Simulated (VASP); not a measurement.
Runs of VASP 6.6.1 on Si. The structure is that of space group I4/mmm (No. 139), or close to it. The cells are those of the table. 

```tsv
cell	gap on the mesh (eV)	pressure (GPa)
a = 2.560, b = 2.560, c = 2.747 Å, angles 104.4, 104.4, 117.9°, 1 atom	none	(a)
a = 2.597, b = 2.597, c = 2.709 Å, angles 104.3, 104.3, 118.9°, 1 atom	none	0.3
a = 2.634, b = 2.634, c = 2.671 Å, angles 104.3, 104.3, 119.8°, 1 atom	none	0.0
a = 2.615, b = 2.615, c = 2.690 Å, angles 104.3, 104.3, 119.4°, 1 atom	none	0.1
```

Alike in all rows: task single point; level r2SCAN; potentials or basis VASP PAW PBE potentials, release 64 (Si); no spin polarisation; k mesh 22 × 22 × 22; cutoff (eV) 520; smearing gaussian 0.15 eV.

Question: Estimate the missing entries.

Answer: (a) 1.1.

Caveats: the PAW data sets were made with another functional, which shifts forces and pressure a little.

A gap of «none» marks levels without a gap at the run's occupations.
